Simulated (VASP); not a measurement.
Set up this calculation in VASP 6.6.1, as the native input.

| Property | Result |
| --- | --- |
| Task | single point |
| Functional | PBEsol |
| Potentials or basis | VASP PAW PBE potentials, release 64 (Au) |
| Cutoff | 520 eV |
| k mesh | 11 × 11 × 11 |
| Occupations | fermi-dirac, width 0.05 eV |
| Spin | no spin polarisation |
| Dipole correction | no |
| Further INCAR settings | ALGO = Fast; EDIFF = 1e-06; NBANDS = 12 |

The structure of Au lies in POSCAR:

```
Au
1.0
   -1.6225001913      1.6225001913      1.6225001913
    1.6225001913     -1.6225001913      1.6225001913
    1.6225001913      1.6225001913     -1.6225001913
Au
1
Direct
    0.0000000000      0.0000000000      0.0000000000
```

These files were run (other wordings do the same):

INCAR

```
SYSTEM = Au
PREC = Accurate
ENCUT = 520
EDIFF = 1E-6
ISMEAR = -1
SIGMA = 0.05
LREAL = .False.
LASPH = .True.
NELM = 100
ALGO = Fast
ISIF = 2
LWAVE = .False.
LCHARG = .False.
GGA = PS
NBANDS = 12
```

KPOINTS

```
Automatic mesh
0
Gamma
  11 11 11
  0 0 0
```

Potentials or basis: VASP PAW PBE potentials, release 64 (Au).

Run with:

```bash
$ cat potpaw_PBE.64/Au/POTCAR > POTCAR
$ mpirun -np 1 vasp_std > vasp.out
```

Results of the run:

The pressure is -0.2 GPa.

Caveat: the PAW data sets were made with another functional, which shifts forces and pressure a little.

Run time: 4.3 s on 1 thread of Intel(R) Xeon(R) 6975P-C (Granite Rapids) (shared host), peak memory 0.14 GiB.
